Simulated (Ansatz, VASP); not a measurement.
Pb in VASP and in Ansatz

INCAR

```
ALGO = Fast
EDIFF = 1E-6
ENCUT = 520
GGA = PE
ISIF = 2
ISMEAR = 0
LASPH = T
LCHARG = T
LELF = T
LREAL = F
LVHAR = T
LWAVE = F
NBANDS = 13
NELM = 60
PREC = Accurate
SIGMA = 0.15
```

The input KPOINTS:

```
k-points
0
Gamma
  16 16 16
```

POSCAR

```
Pb
1.0
    0.0000000000      2.4698000000      2.5994645000
    2.4698000000      0.0000000000      2.5994645000
    2.4698000000      2.4698000000      0.0000000000
Pb
1
Direct
    0.0000000000      0.0000000000      0.0000000000
```

Input for Ansatz:

```yaml
crystal:
  lattice:
    - [0.0, 2.4698, 2.5994645]
    - [2.4698, 0.0, 2.5994645]
    - [2.4698, 2.4698, 0.0]
  atoms:
    - { symbol: Pb, position: [0.0, 0.0, 0.0] }
basis:
  ecutwfc: 420
kpoints:
  mp_grid: { grid: [16, 16, 16] }
hamiltonian:
  xc: pbe
scf:
  occupations: { method: gaussian, width: 0.15 }
output:
  forces: true
  stress: true
  eigenvalues: true
```

Change from the starting cell: strain +0.0525 x Voigt [0, 0, 1, 0, 0, 0], atoms carried along.

Alike in both runs: task single point; functional PBE; k mesh 16 × 16 × 16; occupations gaussian, width 0.15 eV; no spin polarisation.

|  | VASP | Ansatz |
| --- | --- | --- |
| version | VASP 6.6.1 | Ansatz 0.2.0 |
| potentials or method | VASP PAW PBE potentials, release 64 (Pb_d), cutoff 520 eV | scalar-relativistic, plane waves, PAW |
| valence electrons in the cell | 14 | 14 |

```tsv
	VASP	Ansatz	Ansatz less VASP
gap on the k mesh at the Fermi level (eV)	none	none	-
pressure (GPa)	0.3	0.3	+0.02
traceless stress, the component that is largest in VASP (GPa)	-0.48	-0.48	-0.003
```

A gap of «none» marks a metal or a gap that the smearing closes.

Neither program's run includes spin-orbit coupling.
